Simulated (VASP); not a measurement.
# Ag (Im-3m) in VASP: settings compared

The runs below take Ag through single point, with PBEsol+D3(BJ), PBEsol, PBEsol+D4.

Everything below comes from runs of VASP 6.6.1. Logs are shortened: lines on timing, memory, paths and dates and some standing lists are left out, and cuts for length are marked.

**1. The cell of the first run**

The structure is cubic, space group Im-3m (No. 229). The conventional cell has a = 3.178 Å, b = 3.178 Å, c = 3.178 Å, α = 90.00°, β = 90.00°, γ = 90.00°. Within 3.6 Å of Ag (site symmetry m-3m) lie 14 Ag at 2.75 to 3.18 Å.

**2. Single point, PBEsol+D3(BJ)**

Contents of INCAR:

```
PREC     = Accurate       # precision mode
ENCUT    = 520            # plane-wave cutoff, eV
EDIFF    = 1E-6           # SCF threshold, eV
ISMEAR   = -1             # smearing method
SIGMA    = 0.05           # smearing width, eV
LREAL    = F              # projectors in reciprocal space
LASPH    = T              # aspherical terms in the spheres
NELM     = 60             # most SCF steps
ALGO     = Fast           # electronic algorithm
ISIF     = 2              # what is computed and relaxed
LWAVE    = F              # write WAVECAR
LCHARG   = F              # write CHGCAR
GGA      = PS             # functional
IVDW     = 12             # dispersion correction
NBANDS   = 12             # bands
```

Contents of KPOINTS:

```
regular mesh
0
Gamma
  11 11 11
```

Contents of POSCAR:

```
Ag
1.0
   -1.5888566777      1.5888566777      1.5888566777
    1.5888566777     -1.5888566777      1.5888566777
    1.5888566777      1.5888566777     -1.5888566777
Ag
1
Direct
    0.0000000000      0.0000000000      0.0000000000
```

Potentials or basis: VASP PAW PBE potentials, release 64 (Ag).

On the command line:

```
$ cat potpaw_PBE.64/Ag/POTCAR > POTCAR
$ mpirun -np 1 vasp_std > vasp.out
```

OUTCAR:

```text
PREC = Accurate
   ENCUT = 520
   EDIFF = 1E-6
   ISMEAR = -1
   LREAL = F
   LASPH = T
   NELM = 60
   ISIF = 2
   GGA = PS
   IVDW = 12
 IVDW          = 12

 ion  position               nearest neighbor table
   1  0.000  0.000  0.000-

  LATTYP: Found a body centered cubic cell.
 ALAT       =     3.1777133554

  Lattice vectors:

 A1 = (  -1.5888566777,   1.5888566777,   1.5888566777)
 A2 = (   1.5888566777,  -1.5888566777,   1.5888566777)
 A3 = (   1.5888566777,   1.5888566777,  -1.5888566777)

Analysis of symmetry for initial positions (statically):
=====================================================================
 Subroutine PRICEL returns:
 Original cell was already a primitive cell.

 Routine SETGRP: Setting up the symmetry group for a
 body centered cubic supercell.

 Subroutine GETGRP returns: Found 48 space group operations
 (whereof 48 operations were pure point group operations)
 out of a pool of 48 trial point group operations.

The static configuration has the point symmetry O_h .

Analysis of symmetry for dynamics (positions and initial velocities):
=====================================================================
 Subroutine PRICEL returns:
 Original cell was already a primitive cell.

 Routine SETGRP: Setting up the symmetry group for a
 body centered cubic supercell.

 Subroutine GETGRP returns: Found 48 space group operations
 (whereof 48 operations were pure point group operations)
 out of a pool of 48 trial point group operations.

The dynamic configuration has the point symmetry O_h .

 Subroutine INISYM returns: Found 48 space group operations
 (whereof 48 operations are pure point group operations),
 and found     1 'primitive' translations

----------------------------------------------------------------------------------------

                                     Primitive cell

  volume of cell :      16.0441

  direct lattice vectors                    reciprocal lattice vectors
    -1.588856678  1.588856678  1.588856678     0.000000000  0.314691694  0.314691694
     1.588856678 -1.588856678  1.588856678     0.314691694  0.000000000  0.314691694
     1.588856678  1.588856678 -1.588856678     0.314691694  0.314691694  0.000000000

  length of vectors
     2.751980492  2.751980492  2.751980492     0.445041262  0.445041262  0.445041262

  position of ions in fractional coordinates (direct lattice)
[... 82 lines left out ...]
   NFREE  =      0    steps in history (QN), initial steepest desc. (CG)
   ISIF   =      2    stress and relaxation
   ISYM   =      2    0-nonsym 1-usesym 2-fastsym
   POTIM  = 0.5000    time-step for ionic-motion
   TEBEG  =    0.0;   TEEND  =   0.0 temperature during run
   PSTRESS=    0.0 pullay stress
   NELECT =      11.0000    total number of electrons
   NUPDOWN=      -1.0000    fix difference up-down
   EMIN   =  10.00;   EMAX   =-10.00  energy-range for DOS
   EFERMI =   0.00;   METHOD = LEGACY
   ISMEAR =    -1;   SIGMA  =   0.05  broadening in eV -4-tet -1-fermi 0-gaus
   EFERMI_NEDOS =   21; number of points for ismear=-14 and -15
   IALGO  =     68    algorithm
   IMIX   =      4    mixing-type and parameters
     AMIX     =   0.40;   BMIX     =  1.00
     AMIX_MAG =   1.60;   BMIX_MAG =  1.00
  volume/ion in A,a.u.               =      16.04       108.27
  Fermi-wavevector in a.u.,A,eV,Ry     =   1.443558  2.727930 28.352646  2.083861
  Thomas-Fermi vector in A             =   2.561952
   LORBIT       =      0    0 simple, 1 ext, 2 COOP (PROOUT), +10 PAW based schemes
   GGA     = PS    functional components
   LHFCALC =     F    Hartree Fock is set to
   AEXX    =    0.0000 exact exchange contribution
   IVDW    =    12    specifies the selected vdW correction
   LEPSILON=     F    determine dielectric tensor
   LRPA    =     F    only Hartree local field effects (RPA)
 non-spin polarized calculation
 RMM-DIIS sequential band-by-band and
  energy-cutoff  :      520.00
  volume of cell :       16.04
 maximum number of plane-waves:       444
   NGX = 11   NGY = 11   NGZ = 11

 number of electron      11.0000001 magnetization

 Free energy of the ion-electron system (eV)
  ---------------------------------------------------
  ext. energy  EPLUGINS =         0.00000000
  ---------------------------------------------------
  free energy    TOTEN  =        -3.26889403 eV

  energy without entropy =       -3.26414654  energy(sigma->0) =       -3.26652029

 E-fermi :   9.0853     XC(G=0): -12.7782

 val. band max:        9.0771917978   @ k =  -0.2727   0.4545   0.0909
 cond. band min:       9.1251172652   @ k =  -0.4545   0.4545   0.0909
 fundamental gap:      0.0479254675
 Fermi energy:         9.0853454329

 k-point     1 :       0.0000    0.0000    0.0000
  band No.  band energies     occupation
      1       0.8222      2.00000
      2       3.9814      2.00000
      3       3.9814      2.00000
      4       3.9814      2.00000
      5       5.4726      2.00000
      6       5.4726      2.00000
      7      27.2589      0.00000
      8      27.2589      0.00000
      9      27.2589      0.00000
     10      34.2209      0.00000
     11      34.2210      0.00000
     12      34.5937      0.00000
[... 331 lines left out ...]
 k-point    24 :       0.3636    0.1818    0.0909
  band No.  band energies     occupation
      1       2.9503      2.00000
      2       3.2794      2.00000
      3       4.7096      2.00000
      4       5.5307      2.00000
      5       5.6656      2.00000
      6      11.9759      0.00000
      7      13.9127      0.00000
      8      18.3603      0.00000
      9      20.9559      0.00000
     10      32.2420      0.00000
     11      34.7486      0.00000
     12      36.7623      0.00000

 [... further k-points ...]

------------------------ aborting loop because EDIFF is reached ----------------------------------------

 Edisp (eV)   -0.58072

 E8    (eV) :    -0.3854

  FORCE on cell =-STRESS in cart. coord.  units (eV):
  Direction    XX          YY          ZZ          XY          YZ          ZX
  --------------------------------------------------------------------------------------
  -------------------------------------------------------------------------------------
  Total      -0.01177    -0.01177    -0.01177     0.00000     0.00000     0.00000
  in kB      -1.17531    -1.17531    -1.17531     0.00000     0.00000     0.00000
  external pressure =       -1.18 kB  Pullay stress =        0.00 kB

 VOLUME and BASIS-vectors are now :
 -----------------------------------------------------------------------------
  energy-cutoff  :      520.00
  volume of cell :       16.04
      direct lattice vectors                 reciprocal lattice vectors
    -1.588856678  1.588856678  1.588856678     0.000000000  0.314691694  0.314691694
     1.588856678 -1.588856678  1.588856678     0.314691694  0.000000000  0.314691694
     1.588856678  1.588856678 -1.588856678     0.314691694  0.314691694  0.000000000

 POSITION                                       TOTAL-FORCE (eV/Angst)
 -----------------------------------------------------------------------------------
      0.00000      0.00000      0.00000         0.000000      0.000000     -0.000000
 -----------------------------------------------------------------------------------
    total drift:                                0.000000      0.000000      0.000000

  FREE ENERGIE OF THE ION-ELECTRON SYSTEM (eV)
  ---------------------------------------------------
  free  energy   TOTEN  =        -3.8496128569 eV

  energy  without entropy=       -3.8448653679  energy(sigma->0) =       -3.84723911
```

OSZICAR:

```text
N       E                     dE             d eps       ncg     rms          rms(c)
DAV:   1     0.503933141083E+02    0.50393E+02   -0.54462E+03  1360   0.835E+02
DAV:   2    -0.282102912628E+01   -0.53214E+02   -0.51213E+02  1592   0.198E+02
DAV:   3    -0.363332617897E+01   -0.81230E+00   -0.81167E+00  1536   0.251E+01
DAV:   4    -0.363568389120E+01   -0.23577E-02   -0.23576E-02  1528   0.141E+00
DAV:   5    -0.363570060594E+01   -0.16715E-04   -0.16715E-04  1520   0.106E-01    0.647E+00
RMM:   6    -0.328598643739E+01    0.34971E+00   -0.49360E-01  1367   0.637E+00    0.379E+00
RMM:   7    -0.327354340010E+01    0.12443E-01   -0.11986E-02  1511   0.123E+00    0.216E+00
RMM:   8    -0.326890705467E+01    0.46363E-02   -0.11746E-03  1568   0.350E-01    0.224E-01
RMM:   9    -0.326889611757E+01    0.10937E-04   -0.15638E-04  1616   0.109E-01    0.680E-02
RMM:  10    -0.326889388379E+01    0.22338E-05   -0.28331E-05  1633   0.423E-02    0.320E-02
RMM:  11    -0.326889403188E+01   -0.14809E-06   -0.72543E-06  1390   0.164E-02
   1 F= -.38496129E+01 E0= -.38472391E+01  d E =-.474749E-02
```

stdout:

```text
POSCAR found type information on POSCAR Ag
 POSCAR found :  1 types and       1 ions
 scaLAPACK will be used
 -----------------------------------------------------------------------------
|                                                                             |
|                                                                             |
|     You enforced a specific xc type in the INCAR file but a different       |
|     I HOPE YOU KNOW WHAT YOU ARE DOING!                                     |
|                                                                             |
 -----------------------------------------------------------------------------

 LDA part: xc-table for (Slater+PW92), standard interpolation
 POSCAR, INCAR and KPOINTS ok, starting setup
 FFT: planning ... GRIDC
 FFT: planning ... GRID_SOFT
 FFT: planning ... GRID
 WAVECAR not read
 entering main loop
```

Wall time 5.4 s (1 thread of Intel Xeon Platinum 8559C (Emerald Rapids), shared host); peak memory 0.13 GiB.

What came out:

```yaml
Free_energy: -3.8496 eV
Pressure: -0.1 GPa
Dispersion_energy_per_atom: -0.581 eV
```

Levels at points of the mesh, in eV from the Fermi level:
```
           k point  band 2  band 3  band 4  band 5  band 6  band 7  band 8  band 9  band 10  band 11
(0.00, 0.00, 0.00)   -5.10   -5.10   -5.10   -3.61   -3.61   18.17   18.17   18.17    25.14    25.14
```

Caveat: the PAW data sets were made with another functional, which shifts forces and pressure a little; pairwise dispersion overbinds metals, which lowers pressure and volume.

(Continued in part 2 of 2.)
